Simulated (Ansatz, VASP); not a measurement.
Two plane-wave programs on CuAu2

```
CELL_PARAMETERS angstrom
0.00000 0.00000 2.91228
0.00000 2.91228 0.00000
-5.66228 -1.45614 -1.45614
ATOMIC_POSITIONS crystal
Cu 0.33333 0.33333 0.66667
Au 0.98835 0.98835 0.97670
Au 0.67832 0.67832 0.35663
```

Alike in both runs: functional PBE; k mesh 14 × 14 × 14; occupations gaussian, width 0.1 eV; no spin polarisation.

Ansatz relaxed the structure, and its values are those at the end. VASP's run is a single point on that final structure, the one shown.

|  | VASP | Ansatz |
| --- | --- | --- |
| version | VASP 6.6.1 | Ansatz 0.2.0 |
| potentials or method | VASP PAW PBE potentials, release 64 (Cu, Au), cutoff 520 eV | scalar-relativistic, plane waves, PAW |
| valence electrons in the cell | 33 | 57 |

VASP gave:

* gap on the k mesh at the Fermi level (eV): none
* pressure (GPa): 0.6
* rms of the force components (eV/Å): 0.003

Q: What did Ansatz give for the same quantities?

A: gap on the k mesh at the Fermi level (eV): none; pressure (GPa): -0.1; rms of the force components (eV/Å): 0.000.

A gap of «none» marks a metal or a gap that the smearing closes. VASP's potentials hold 33 valence electrons a cell and Ansatz's 57, so a difference there can come from the potentials and not from the codes.

Spin-orbit coupling is off throughout.
